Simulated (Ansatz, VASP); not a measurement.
## HfZrSe3: VASP beside Ansatz

The input INCAR:

```
SYSTEM = HfZrSe3
ALGO = Normal
EDIFF = 1E-7
ENCUT = 520
GGA = PE
ISIF = 2
ISMEAR = 0
LASPH = .TRUE.
LCHARG = .FALSE.
LREAL = .FALSE.
LWAVE = .FALSE.
NBANDS = 51
NELM = 80
PREC = Accurate
SIGMA = 0.1
```

File KPOINTS:

```
k-points
0
G
  6 6 6
  0 0 0
```

File POSCAR:

```
HfZrSe3
1.0
    3.2417900779      1.8716483741      6.4788116175
   -3.2417900779      1.8716483741      6.4788116175
    0.0000000000     -3.7432967482      6.4788116175
Zr Hf Se
2 2 6
Direct
    0.0000000000      0.0000000000      0.0000000000
    0.5000000000      0.5000000000      0.5000000000
    0.6641372391      0.6641372391      0.6641372391
    0.3358627609      0.3358627609      0.3358627609
    0.0770238410      0.4215211215      0.7569142007
    0.4215211215      0.7569142007      0.0770238410
    0.7569142007      0.0770238410      0.4215211215
    0.9229761590      0.5784788785      0.2430857993
    0.5784788785      0.2430857993      0.9229761590
    0.2430857993      0.9229761590      0.5784788785
```

Input for Ansatz:

```yaml
crystal:
  lattice:
    - [3.2417900779, 1.8716483741, 6.4788116175]
    - [-3.2417900779, 1.8716483741, 6.4788116175]
    - [0.0, -3.7432967482, 6.4788116175]
  atoms:
    - { symbol: Zr, position: [0.0, 0.0, 0.0] }
    - { symbol: Zr, position: [0.5, 0.5, 0.5] }
    - { symbol: Hf, position: [0.6641372391, 0.6641372391, 0.6641372391] }
    - { symbol: Hf, position: [0.3358627609, 0.3358627609, 0.3358627609] }
    - { symbol: Se, position: [0.077023841, 0.4215211215, 0.7569142007] }
    - { symbol: Se, position: [0.4215211215, 0.7569142007, 0.077023841] }
    - { symbol: Se, position: [0.7569142007, 0.077023841, 0.4215211215] }
    - { symbol: Se, position: [0.922976159, 0.5784788785, 0.2430857993] }
    - { symbol: Se, position: [0.5784788785, 0.2430857993, 0.922976159] }
    - { symbol: Se, position: [0.2430857993, 0.922976159, 0.5784788785] }
basis:
  ecutwfc: 420
kpoints:
  mp_grid: { grid: [6, 6, 6] }
  band_path:
    path:
      - [[0.0, 0.0, 0.0], [-0.5, -0.5, -0.5], [-0.5, -0.22230403, -0.77769597]]
      - [[-0.22230403, 0.22230403, -0.5], [0.0, 0.0, -0.5], [0.0, 0.0, 0.0], [0.0, 0.36115202, -0.36115202]]
      - [[-0.36115202, 0.0, -0.63884798], [-0.5, 0.0, -0.5], [0.0, 0.0, 0.0]]
    npoints: 14
hamiltonian:
  xc: pbe
scf:
  occupations: { method: gaussian, width: 0.1 }
  n_extra_bands: 25
output:
  forces: true
  stress: true
  eigenvalues: true
  populations: true
  dos: { projected: true, de: 0.02, nscf_kmesh: { grid: [8, 8, 8] } }
  bader: true
  write_density: true
  write_potential: true
  elf: true
  volumetric_format: npy
```

Alike in both runs: task single point; functional PBE; k mesh 6 × 6 × 6; occupations gaussian, width 0.1 eV; no spin polarisation.

|  | VASP | Ansatz |
| --- | --- | --- |
| version | VASP 6.6.1 | Ansatz 0.2.0 |
| potentials or method | VASP PAW PBE potentials, release 64 (Zr_sv, Hf_pv, Se), cutoff 520 eV | scalar-relativistic, plane waves, PAW |
| valence electrons in the cell | 80 | 172 |

```tsv
	VASP	Ansatz	Ansatz less VASP
gap on the k mesh at the Fermi level (eV)	none	none	-
pressure (GPa)	-0.1	0.0	+0.12
rms of the force components (eV/Å)	0.014	0.001	-0.0133
```

Atom by atom the forces differ by 0.014 eV/Å (rms over components). A gap of «none» marks a metal or a gap that the smearing closes. The functional is the same, so the differences come from potentials, cutoffs and numerics. VASP's potentials hold 80 valence electrons a cell and Ansatz's 172, so a difference there can come from the potentials and not from the codes.

Neither program's run includes spin-orbit coupling.
